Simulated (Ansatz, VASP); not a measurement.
## TaN: VASP beside Ansatz

INCAR

```
SYSTEM = TaN
ALGO = Normal ; EDIFF = 1E-7
ENCUT = 520 ; GGA = PE
ISIF = 2 ; ISMEAR = 0
LASPH = .TRUE. ; LCHARG = .TRUE.
LELF = .TRUE. ; LREAL = .FALSE.
LVHAR = .TRUE. ; LWAVE = .FALSE.
NBANDS = 15 ; NELM = 60
PREC = Accurate ; SIGMA = 0.15
```

File KPOINTS:

```
k-points
0
G
  20 20 20
  0 0 0
```

File POSCAR:

```
TaN
1.0
   -0.9151226559      1.8302453118      1.8302453118
    1.8302453118     -0.9151226559      1.8302453118
    1.8302453118      1.8302453118     -0.9151226559
Ta N
1 1
Direct
    0.5000000000      0.5000000000      0.5000000000
    0.0000000000      0.0000000000      0.0000000000
```

Input for Ansatz:

```yaml
crystal:
  lattice:
    - [-0.9151226559, 1.8302453118, 1.8302453118]
    - [1.8302453118, -0.9151226559, 1.8302453118]
    - [1.8302453118, 1.8302453118, -0.9151226559]
  atoms:
    - { symbol: Ta, position: [0.5, 0.5, 0.5] }
    - { symbol: "N", position: [0.0, 0.0, 0.0] }
basis:
  ecutwfc: 420
kpoints:
  mp_grid: { grid: [20, 20, 20] }
hamiltonian:
  xc: pbe
scf:
  occupations: { method: gaussian, width: 0.15 }
output:
  forces: true
  stress: true
  eigenvalues: true
```

Alike in both runs: task single point; functional PBE; k mesh 20 × 20 × 20; occupations gaussian, width 0.15 eV; no spin polarisation.

```csv
,VASP,Ansatz
version,VASP 6.6.1,Ansatz 0.2.0
potentials or method,"VASP PAW PBE potentials, release 64 (Ta_pv, N), cutoff 520 eV","scalar-relativistic, plane waves, PAW"
valence electrons in the cell,16,18
```

|  | VASP | Ansatz | Ansatz less VASP |
| --- | --- | --- | --- |
| gap on the k mesh at the Fermi level (eV) | none | none | - |
| pressure (GPa) | 2.8 | 2.0 | -0.74 |

A gap of «none» marks a metal or a gap that the smearing closes. VASP's potentials hold 16 valence electrons a cell and Ansatz's 18, so a difference there can come from the potentials and not from the codes.

Neither program's run includes spin-orbit coupling.
